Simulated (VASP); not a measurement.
**K: single point with PBE**

Crystal: K.

```
K
1.0
    -2.60601    2.60601    2.60601
     2.60601   -2.60601    2.60601
     2.60601    2.60601   -2.60601
K
1
Direct
  0.00000 0.00000 0.00000
```

```yaml
Program: VASP 6.6.1
Task: single point
Functional: PBE
Potentials_or_basis: VASP PAW PBE potentials, release 64 (K_sv)
Cutoff: 520 eV
k_mesh: 14 × 14 × 14
Occupations: fermi-dirac, width 0.1 eV
Spin: no spin polarisation
```

```json
{"Pressure": "0.2 GPa", "Band gap on the k mesh": "zero (an odd number of electrons rules out a gap without spin polarisation)"}
```

Levels at points of the mesh, in eV from the Fermi level:
| k point | band 1 | band 2 | band 3 | band 4 | band 5 | band 6 | band 7 | band 8 |
| --- | --- | --- | --- | --- | --- | --- | --- | --- |
| (0.00, 0.00, 0.00) | -32.11 | -15.56 | -15.56 | -15.56 | -2.21 | 4.33 | 4.33 | 4.33 |
| (0.50, 0.00, 0.00) | -32.11 | -15.64 | -15.58 | -15.56 | 0.44 | 0.71 | 3.18 | 4.95 |
| (0.50, 0.50, 0.50) | -32.10 | -15.61 | -15.61 | -15.61 | 1.65 | 1.65 | 3.58 | 3.58 |

It took 25 s on 1 thread of Intel(R) Xeon(R) Platinum 8559C (Emerald Rapids), on a shared host, peak memory 0.23 GiB.
